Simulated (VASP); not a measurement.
# K7F8 (a cell with a defect) in VASP: further runs, part 2 of 2

VASP 6.6.1. The steps go on from the part before.

## (3) Single point, PBE

The input, INCAR:

```
SYSTEM = K7F8
  PREC = Accurate
  ENCUT = 520
  EDIFF = 1E-6
  ISMEAR = 0
  SIGMA = 0.05
  LREAL = .FALSE.
  LASPH = .TRUE.
  NELM = 120
  ALGO = Normal
  ISIF = 2
  LWAVE = .FALSE.
  LCHARG = .TRUE.
  GGA = PE
  LELF = .TRUE.
  LVHAR = .TRUE.
  NELECT = 120.0
  NBANDS = 72
  GGA_COMPAT = .FALSE.
```

The input, KPOINTS:

```
regular mesh
0
G
  4 4 4
  0 0 0
```

The input, POSCAR:

```
K7F8
1.0
    0.0000000000      5.4191884945     -5.4191884945
    5.4191884945      5.4191884945      0.0000000000
    5.4191884945      0.0000000000     -5.4191884945
K F
7 8
Direct
    0.4999999544     -0.0750330055      0.0000000000
    1.0234195592      0.4924616486     -0.0026914546
    0.9765805351      0.0131897977      0.0026913624
    0.4973085920      0.4924617409      0.5234195125
    0.5026914090      0.0131897054      0.4765804885
    1.0000000010      0.4926127782      0.5000000466
    1.0000000010      0.0036458411      0.5000000466
    0.2199409563      0.7505794464      0.2800589980
    0.2391367271      0.2372393950      0.2608632273
    0.7438375698      0.7465315156      0.2438376154
    0.7592896066      0.2545915318      0.2592896522
    0.2407103022      0.7731708362      0.7407104411
    0.2561624312      0.2342067454      0.7561623856
    0.7800590447      0.7505793541      0.7199410030
    0.7608632739      0.2372393028      0.7391367737
```

Potentials or basis: VASP PAW PBE potentials, release 64 (K_sv, F).

The run is started by

```sh
cat potpaw_PBE.64/K_sv/POTCAR potpaw_PBE.64/F/POTCAR > POTCAR
mpirun -np 1 vasp_std > vasp.out
```

OUTCAR:

```text
SYSTEM = K7F8
   PREC = Accurate
   ENCUT = 520
   EDIFF = 1E-6
   ISMEAR = 0
   LREAL = .FALSE.
   LASPH = .TRUE.
   NELM = 120
   ISIF = 2
   GGA = PE
   NELECT = 120.0

 ion  position               nearest neighbor table
   1  0.500  0.925  0.000-   8 2.53  14 2.53  13 2.69  10 2.69   3 3.71   4 3.71   5 3.71   2 3.71

   2  0.023  0.492  0.997-   9 2.61  13 2.71  12 2.71  10 2.72  11 2.72  14 2.82   4 3.63   1 3.71
                             6 3.77   7 3.80
   3  0.977  0.013  0.003-  15 2.61  10 2.71  11 2.71  13 2.72  12 2.72   8 2.82   5 3.63   1 3.71
                             6 3.77   7 3.80
   4  0.497  0.492  0.523-  15 2.61  13 2.71  12 2.71  10 2.72  11 2.72   8 2.82   2 3.63   1 3.71
                             6 3.77   7 3.80
   5  0.503  0.013  0.477-   9 2.61  10 2.71  11 2.71  13 2.72  12 2.72  14 2.82   3 3.63   1 3.71
                             6 3.77   7 3.80
   6  0.000  0.493  0.500-  14 2.60   8 2.60   9 2.68  15 2.68  13 2.78  10 2.78   7 3.75   3 3.77
                             4 3.77   5 3.77   2 3.77
   7  0.000  0.004  0.500-  15 2.56   9 2.56   8 2.57  14 2.57  12 2.61  11 2.61   6 3.75   3 3.80
                             5 3.80   4 3.80   2 3.80
   8  0.220  0.751  0.280-   1 2.53   7 2.57   6 2.60   3 2.82   4 2.82
   9  0.239  0.237  0.261-   7 2.56   2 2.61   5 2.61   6 2.68
  10  0.744  0.747  0.244-   1 2.69   5 2.71   3 2.71   4 2.72   2 2.72   6 2.78
  11  0.759  0.255  0.259-   7 2.61   3 2.71   5 2.71   4 2.72   2 2.72
  12  0.241  0.773  0.741-   7 2.61   2 2.71   4 2.71   3 2.72   5 2.72
  13  0.256  0.234  0.756-   1 2.69   2 2.71   4 2.71   3 2.72   5 2.72   6 2.78
  14  0.780  0.751  0.720-   1 2.53   7 2.57   6 2.60   2 2.82   5 2.82
  15  0.761  0.237  0.739-   7 2.56   3 2.61   4 2.61   6 2.68

  LATTYP: Found a face centered cubic cell.
 ALAT       =    10.8383769890

  Lattice vectors:

 A1 = (   0.0000000000,   5.4191884945,  -5.4191884945)
 A2 = (   5.4191884945,   5.4191884945,   0.0000000000)
 A3 = (   5.4191884945,   0.0000000000,  -5.4191884945)

Analysis of symmetry for initial positions (statically):
=====================================================================
 Subroutine PRICEL returns:
 Original cell was already a primitive cell.

 Routine SETGRP: Setting up the symmetry group for a
 face centered cubic supercell.

 Subroutine GETGRP returns: Found  4 space group operations
 (whereof  1 operations were pure point group operations)
 out of a pool of 48 trial point group operations.

The static configuration has the point symmetry C_1 .
 The point group associated with its full space group is C_2v.

Analysis of symmetry for dynamics (positions and initial velocities):
=====================================================================
 Subroutine PRICEL returns:
 Original cell was already a primitive cell.

 Routine SETGRP: Setting up the symmetry group for a
 face centered cubic supercell.

 Subroutine GETGRP returns: Found  4 space group operations
 (whereof  1 operations were pure point group operations)
 out of a pool of 48 trial point group operations.

The dynamic configuration has the point symmetry C_1 .
 The point group associated with its full space group is C_2v.

 Subroutine INISYM returns: Found  4 space group operations
 (whereof  1 operations are pure point group operations),
 and found     1 'primitive' translations

[... 105 lines left out ...]
   ISTART =      0    job   : 0-new  1-cont  2-samecut
   ICHARG =      2    charge: 1-file 2-atom 10-const
   ISPIN  =      1    spin polarized calculation?
   LNONCOLLINEAR =      F non collinear calculations
   LSORBIT =      F    spin-orbit coupling
   LASPH  =      T    aspherical Exc in radial PAW
   ENCUT  =  520.0 eV  38.22 Ry    6.18 a.u.  14.25 14.25 14.25*2*pi/ulx,y,z
   NELM   =    120;   NELMIN=  2; NELMDL= -5     # of ELM steps
   EDIFF  = 0.1E-05   stopping-criterion for ELM
   LREAL  =      F    real-space projection
   EDIFFG = 0.1E-04   stopping-criterion for IOM
   NSW    =      0    number of steps for IOM
   IBRION =     -1    ionic relax: 0-MD 1-quasi-New 2-CG
   NFREE  =      0    steps in history (QN), initial steepest desc. (CG)
   ISIF   =      2    stress and relaxation
   ISYM   =      2    0-nonsym 1-usesym 2-fastsym
   POTIM  = 0.5000    time-step for ionic-motion
   TEBEG  =    0.0;   TEEND  =   0.0 temperature during run
   PSTRESS=    0.0 pullay stress
   NELECT =     120.0000    total number of electrons
   NUPDOWN=      -1.0000    fix difference up-down
   EMIN   =  10.00;   EMAX   =-10.00  energy-range for DOS
   EFERMI =   0.00;   METHOD = LEGACY
   ISMEAR =     0;   SIGMA  =   0.05  broadening in eV -4-tet -1-fermi 0-gaus
   EFERMI_NEDOS =   21; number of points for ismear=-14 and -15
   IALGO  =     38    algorithm
   IMIX   =      4    mixing-type and parameters
     AMIX     =   0.40;   BMIX     =  1.00
     AMIX_MAG =   1.60;   BMIX_MAG =  1.00
  volume/ion in A,a.u.               =      21.22       143.20
  Fermi-wavevector in a.u.,A,eV,Ry     =   1.182654  2.234892 19.030063  1.398670
  Thomas-Fermi vector in A             =   2.318904
   LORBIT       =      0    0 simple, 1 ext, 2 COOP (PROOUT), +10 PAW based schemes
   GGA     = PE    functional components
   LHFCALC =     F    Hartree Fock is set to
   AEXX    =    0.0000 exact exchange contribution
   IVDW    =     0    specifies the selected vdW correction
   LEPSILON=     F    determine dielectric tensor
   LRPA    =     F    only Hartree local field effects (RPA)
 non-spin polarized calculation
 Gauss-broadening in eV      SIGMA  =   0.05
  energy-cutoff  :      520.00
  volume of cell :      318.30
 maximum number of plane-waves:      8616
 NGX is ok and might be reduce to    60
   NGX = 29   NGY = 29   NGZ = 29

 number of electron     120.0000009 magnetization

 Free energy of the ion-electron system (eV)
  ---------------------------------------------------
  ext. energy  EPLUGINS =         0.00000000
  ---------------------------------------------------
  free energy    TOTEN  =       -62.74175170 eV

  energy without entropy =      -62.74175170  energy(sigma->0) =      -62.74175170

 E-fermi :  -2.7747     XC(G=0):  -7.8534

 val. band max:       -3.0816083846   @ k =   0.0000   0.5000   0.0000
 cond. band min:       2.5434699685   @ k =   0.0000   0.0000   0.0000
 fundamental gap:      5.6250783532
 Fermi energy:        -2.7746550059

 k-point     1 :       0.0000    0.0000    0.0000
  band No.  band energies     occupation
      1     -29.8719      2.00000
      2     -29.8064      2.00000
      3     -29.7841      2.00000
      4     -29.7799      2.00000
      5     -29.7634      2.00000
      6     -29.5963      2.00000
[... 1339 lines left out ...]
     71       6.2248      0.00000
     72       6.2714      0.00000

------------------------ aborting loop because EDIFF is reached ----------------------------------------

  FORCE on cell =-STRESS in cart. coord.  units (eV):
  Direction    XX          YY          ZZ          XY          YZ          ZX
  --------------------------------------------------------------------------------------
  -------------------------------------------------------------------------------------
  Total        3.6785525      3.6785525      2.8815837     -0.4584738      0.0000000      0.0000000
  in kB       18.5163241     18.5163241     14.5047100     -2.3077692      0.0000000      0.0000000
  external PRESSURE =      17.1791194 kB  Pullay stress =       0.0000000 kB

 VOLUME and BASIS-vectors are now :
 -----------------------------------------------------------------------------
  energy-cutoff  :      520.00
  volume of cell :      318.30
      direct lattice vectors                 reciprocal lattice vectors
     0.000000000  5.419188495 -5.419188495    -0.092264737  0.092264737 -0.092264737
     5.419188495  5.419188495  0.000000000     0.092264737  0.092264737  0.092264737
     5.419188495  0.000000000 -5.419188495     0.092264737 -0.092264737 -0.092264737

 POSITION                                       TOTAL-FORCE (eV/Angst)
 -----------------------------------------------------------------------------------
      5.01257      7.72216     -2.70959         0.240046      0.240046     -0.000000
      8.07335      2.79566     -5.53152         0.009009     -0.030591      0.037084
      0.08606      5.36375     -5.30686        -0.030591      0.009009     -0.037084
      5.50525      5.36375     -5.53152        -0.030591      0.009009      0.037084
      2.65416      2.79566     -5.30686         0.009009     -0.030591     -0.037084
      5.37916      2.66956     -2.70959        -0.003966     -0.003966     -0.000000
      2.72935      0.01976     -2.70959        -0.031849     -0.031849     -0.000000
      5.58522      5.25943     -2.70959        -0.064400      0.040737     -0.000000
      2.69931      2.58157     -2.70959        -0.065134     -0.017969     -0.000000
      5.36700      8.07659     -5.35240         0.005815      0.005815     -0.035266
      2.78482      5.49441     -5.51987        -0.032965     -0.032965     -0.033466
      8.20401      5.49441     -5.31850        -0.032965     -0.032965      0.033466
      5.36700      2.65740     -5.48598         0.005815      0.005815      0.035266
      7.96903      8.29482     -8.12878         0.040737     -0.064400     -0.000000
      5.29117      5.40891     -8.12878        -0.017969     -0.065134     -0.000000
 -----------------------------------------------------------------------------------
    total drift:                               -0.005438      0.003886     -0.001065

  FREE ENERGIE OF THE ION-ELECTRON SYSTEM (eV)
  ---------------------------------------------------
  free  energy   TOTEN  =       -62.7417517033 eV

  energy  without entropy=      -62.7417517033  energy(sigma->0) =      -62.74175170
```

It took 16 min on 1 thread of Intel Xeon Platinum 8488C (Sapphire Rapids), shared host; peak memory 0.64 GiB.

Results:

* Free energy: -62.7418 eV
* Largest force: 0.339 eV/Å

Forces on the atoms (eV/Å):
```
K    0.240  0.240  0.000
K    0.009 -0.031  0.037
K   -0.031  0.009 -0.037
K   -0.031  0.009  0.037
K    0.009 -0.031 -0.037
K   -0.004 -0.004  0.000
K   -0.032 -0.032  0.000
F   -0.064  0.041  0.000
F   -0.065 -0.018  0.000
F    0.006  0.006 -0.035
F   -0.033 -0.033 -0.033
F   -0.033 -0.033  0.033
F    0.006  0.006  0.035
F    0.041 -0.064  0.000
F   -0.018 -0.065  0.000
```

Levels at points of the mesh, in eV from the Fermi level:
```tsv
k point	band 56	band 57	band 58	band 59	band 60	band 61	band 62	band 63	band 64	band 65
(0.00, 0.00, 0.00)	-0.49	-0.47	-0.35	-0.34	-0.33	5.32	7.85	7.86	7.90	8.19
(0.50, 0.00, 0.00)	-0.56	-0.53	-0.52	-0.33	-0.32	6.64	6.84	8.33	8.34	8.47
(0.00, 0.50, 0.00)	-0.56	-0.54	-0.51	-0.34	-0.31	6.71	6.77	8.28	8.43	8.46
(0.50, 0.50, 0.00)	-0.49	-0.49	-0.41	-0.38	-0.36	6.97	7.05	8.13	8.13	8.25
(0.50, 0.00, 0.50)	-0.50	-0.49	-0.43	-0.38	-0.36	6.99	7.04	8.14	8.14	8.26
```

Caveat: the cell carries a net charge on a neutralising background, which shifts energy and pressure; the cell is charged against a uniform background, so pressure and absolute levels hang on convention.

## (4) Single point, PBE

The input, INCAR:

```
ALGO = Normal
EDIFF = 1E-6
ENCUT = 520
GGA = PE
GGA_COMPAT = False
ISIF = 2
ISMEAR = 0
LASPH = True
LCHARG = True
LELF = True
LREAL = False
LVHAR = True
LWAVE = False
NBANDS = 72
NELECT = 120.0
NELM = 120
PREC = Accurate
SIGMA = 0.05
```

The input, KPOINTS:

```
k-points
0
Gamma
  4 4 4
```

The input, POSCAR:

```
K7F8
1.0
    0.0000000000      5.4191884945     -5.4191884945
    5.4191884945      5.4191884945      0.0000000000
    5.4191884945      0.0000000000     -5.4191884945
K F
7 8
Direct
    0.4999999544     -0.1594369712      0.0000000000
    1.0359417292      0.4862356241     -0.0043588630
    0.9640582728      0.0178184428      0.0043588630
    0.4956410914      0.4862356241      0.5359417749
    0.5043588173      0.0178184428      0.4640583184
    1.0000000010      0.4884108576      0.5000000466
    1.0000000010      0.0088331491      0.5000000466
    0.2025861439      0.7462490932      0.2974138105
    0.2352669595      0.2451162201      0.2647329949
    0.7393597776      0.7422888139      0.2393598232
    0.7519835311      0.2687115426      0.2519835768
    0.2480164699      0.7726786039      0.7480164243
    0.2606402234      0.2210084593      0.7606401778
    0.7974137649      0.7462490932      0.7025862828
    0.7647330415      0.2451161279      0.7352670061
```

The run is started by

```sh
cat potpaw_PBE.64/K_sv/POTCAR potpaw_PBE.64/F/POTCAR > POTCAR
mpirun -np 1 vasp_std > vasp.out
```

It took 12 min on 1 thread of Intel Xeon Platinum 8488C (Sapphire Rapids), shared host; peak memory 0.64 GiB.

The run converged. Its results:

```
Free energy   : -62.4148 eV
Largest force : 0.454 eV/Å
```

Forces on the atoms (eV/Å):
```
K    0.321  0.321  0.000
K   -0.004 -0.020  0.029
K   -0.020 -0.004 -0.029
K   -0.020 -0.004  0.029
K   -0.004 -0.020 -0.029
K   -0.038 -0.038  0.000
K   -0.021 -0.021  0.000
F   -0.048 -0.026  0.000
F   -0.060 -0.022  0.000
F   -0.008 -0.008  0.022
F   -0.021 -0.021 -0.059
F   -0.021 -0.021  0.059
F   -0.008 -0.008 -0.022
F   -0.026 -0.048  0.000
F   -0.022 -0.060  0.000
```

Levels at points of the mesh, in eV from the Fermi level:
```tsv
k point	band 57	band 58	band 59	band 60	band 61	band 62	band 63	band 64
(0.00, 0.00, 0.00)	-0.43	-0.40	-0.34	-0.30	5.25	8.02	8.05	8.06
(0.50, 0.00, 0.00)	-0.48	-0.40	-0.36	-0.35	6.47	6.83	8.19	8.38
(0.00, 0.50, 0.00)	-0.53	-0.39	-0.34	-0.29	6.62	6.70	8.22	8.38
(0.50, 0.50, 0.00)	-0.45	-0.44	-0.40	-0.35	6.85	6.95	8.01	8.04
(0.50, 0.00, 0.50)	-0.49	-0.42	-0.38	-0.32	6.88	6.98	8.05	8.07
```

Caveat: the cell carries a net charge on a neutralising background, which shifts energy and pressure; the cell is charged against a uniform background, so pressure and absolute levels hang on convention.
